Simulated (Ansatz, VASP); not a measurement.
One calculation of Pb, two programs

```
Pb
1.0
     0.00000    2.47502    2.47502
     2.47502    0.00000    2.47502
     2.47502    2.47502    0.00000
Pb
1
Direct
  0.00000 0.00000 0.00000
```

Alike in both runs: functional SVWN5; k mesh 9 × 9 × 9; occupations fermi-dirac, width 0.05 eV; no spin polarisation.

|  | VASP | Ansatz |
| --- | --- | --- |
| version | VASP 6.6.1 | Ansatz 0.2.0 |
| potentials or method | VASP PAW PBE potentials, release 64 (Pb_d) | Ansatz PAW |
| plane-wave cutoff (eV) | 520 | 420 |
| valence electrons in the cell | 14 | 14 |
| task | single point | band structure |

|  | VASP | Ansatz | Ansatz less VASP |
| --- | --- | --- | --- |
| gap on the k mesh at the Fermi level (eV) | none | none | - |
| pressure (GPa) | -2.3 | -2.2 | +0.09 |

VASP's potentials were made for PBE, not for SVWN5. A gap of «none» marks a metal or a gap that the smearing closes.

Spin-orbit coupling is off throughout.
